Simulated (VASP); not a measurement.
Cu, 1 atom in the cell. The structure is tetragonal, space group I4/mmm (No. 139). Conventional cell: a = 2.951 Å, b = 2.951 Å, c = 2.610 Å, α = 90.00°, β = 90.00°, γ = 90.00°. Within 3.2 Å of Cu (site symmetry 4/mmm) lie 14 Cu at 2.46 to 2.95 Å. 

```yaml
Program: VASP 6.6.1
Task: single point
Functional: LDA
Potentials_or_basis: VASP PAW LDA potentials, release 64 (Cu)
Cutoff: 520 eV
k_mesh: 24 × 24 × 24
Occupations: gaussian, width 0.15 eV
Spin: no spin polarisation
Dipole_correction: no
Further_INCAR_settings: ALGO = Normal; EDIFF = 1e-06; NBANDS = 12
```

Potentials or basis: VASP PAW LDA potentials, release 64 (Cu).

Command:

```console
$ cat potpaw_LDA.64/Cu/POTCAR > POTCAR
$ mpirun -np 1 vasp_std > vasp.out
```

Hardware: 1 thread of Intel(R) Xeon(R) 6975P-C (Granite Rapids), on a shared host.

Q: Estimate the wall time of this run.

A: Run time: 42 s on 1 thread of Intel(R) Xeon(R) 6975P-C (Granite Rapids), with other jobs on the host, peak memory 0.24 GiB. Counts: scf iterations 12, k points 1063.
